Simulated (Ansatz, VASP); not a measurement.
## Si8S in VASP and in Ansatz

Contents of INCAR:

```
ALGO = Normal
DIPOL = 0.5 0.5 0.317
EDIFF = 1E-6
ENCUT = 520
GGA = PE
IDIPOL = 3
ISIF = 2
ISMEAR = 0
ISPIN = 2
IVDW = 12
LASPH = T
LCHARG = T
LDIPOL = T
LELF = T
LORBIT = 11
LREAL = F
LVACPOTAV = T
LVHAR = T
LWAVE = F
MAGMOM = 0 0 0 0 0 0 0 0 2
NBANDS = 33
NELM = 150
PREC = Accurate
SIGMA = 0.05
```

Contents of KPOINTS:

```
k-points
0
Gamma
  7 4 1
```

POSCAR

```
Si8S
1.0
    3.8155170197      0.0000000000      0.0000000000
    0.0000000000      6.3129357895      0.0000000000
    0.0000000000      0.0000000000     21.2318711397
Si S
8 1
Direct
    0.0000000000      0.9369021388      0.1883960191
    0.0000000000      0.5630978612      0.1883960191
    0.5000000000      0.4369021388      0.2402729771
    0.5000000000      0.0630978612      0.2402729771
    0.5000000000      0.9332664454      0.3446595292
    0.5000000000      0.5667335546      0.3446595292
    0.0000000000      0.4266292815      0.3877129380
    0.0000000000      0.0733707185      0.3877129380
    0.0000000000      0.7599626148      0.5290099523
```

Input for Ansatz:

```yaml
crystal:
  lattice:
    - [3.8155170197, 0.0, 0.0]
    - [0.0, 6.3129357895, 0.0]
    - [0.0, 0.0, 21.2318711397]
  atoms:
    - { symbol: Si, position: [0.0, 0.9369021388, 0.1883960191] }
    - { symbol: Si, position: [0.0, 0.5630978612, 0.1883960191] }
    - { symbol: Si, position: [0.5, 0.4369021388, 0.2402729771] }
    - { symbol: Si, position: [0.5, 0.0630978612, 0.2402729771] }
    - { symbol: Si, position: [0.5, 0.9332664454, 0.3446595292] }
    - { symbol: Si, position: [0.5, 0.5667335546, 0.3446595292] }
    - { symbol: Si, position: [0.0, 0.4266292815, 0.387712938] }
    - { symbol: Si, position: [0.0, 0.0733707185, 0.387712938] }
    - { symbol: S, position: [0.0, 0.7599626148, 0.5290099523], spin: 2.0 }
basis:
  ecutwfc: 420
kpoints:
  mp_grid: { grid: [7, 4, 1] }
hamiltonian:
  xc: pbe
  pseudopotentials: { kind: paw, azcp: { folder: soft_1 } }
  dispersion: d3bj
scf:
  occupations: { method: gaussian, width: 0.05 }
output:
  forces: true
  eigenvalues: true
  populations: true
magnetization:
  spin_polarized: true
efield:
  axis: 3
  dipole_correction: true
  ramp_width: 0.04
```

Alike in both runs: task single point; functional PBE; dispersion D3(BJ); k mesh 7 × 4 × 1; occupations gaussian, width 0.05 eV; collinear spin.

```csv
,VASP,Ansatz
version,VASP 6.6.1,Ansatz 0.2.0
potentials or method,"VASP PAW PBE potentials, release 64 (Si, S), cutoff 520 eV","scalar-relativistic, plane waves, PAW"
valence electrons in the cell,38,38
```

Ansatz gave:

* gap on the k mesh at the Fermi level (eV): none
* rms of the force components (eV/Å): 0.481
* net moment per atom (μB): 0.14
* size of the moment on the site where the two differ most (μB): 1.42
* work function, face that differs most (eV): 6.40

Q: Estimate VASP's values.

A: gap on the k mesh at the Fermi level (eV): none; rms of the force components (eV/Å): 0.479; net moment per atom (μB): 0.14; size of the moment on the site where the two differ most (μB): 0.91; work function, face that differs most (eV): 6.39.

Site moments also hang on the region over which each program counts them. Atom by atom the forces differ by 0.002 eV/Å (rms over components). A gap of «none» marks a metal or a gap that the smearing closes.
